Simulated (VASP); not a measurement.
LiF, 2 atoms in the cell. Symmetry: F-43m, No. 216, cubic system. The conventional cell has a = 4.275 Å, b = 4.275 Å, c = 4.275 Å, α = 90.00°, β = 90.00°, γ = 90.00°. Within 2.5 Å of Li (site symmetry -43m) lie 4 F at 1.85 Å. F (site symmetry -43m) has 4 Li at 1.85 Å within 2.5 Å.  This cell differs from its parent crystal: volume changed by -6%.

```yaml
Program: VASP 6.6.1
Task: single point
Functional: PBE
Potentials_or_basis: VASP PAW PBE potentials, release 64 (Li_sv, F)
Cutoff: 520 eV
k_mesh: 8 × 8 × 8
Occupations: gaussian, width 0.01 eV
Spin: no spin polarisation
Dipole_correction: no
Further_INCAR_settings: ALGO = Normal; EDIFF = 1e-06; NBANDS = 12
```

Potentials or basis: VASP PAW PBE potentials, release 64 (Li_sv, F).

The run is started by

```sh
$ cat potpaw_PBE.64/Li_sv/POTCAR potpaw_PBE.64/F/POTCAR > POTCAR
$ mpirun -np 1 vasp_std > vasp.out
```

Hardware: 1 thread of Intel Xeon 8259CL (shared host).

Question: Estimate the wall time of this run.

Answer: It took 8.5 s on 1 thread of Intel Xeon 8259CL, on a shared host, peak memory 0.13 GiB. Counts: scf iterations 13, k points 29.
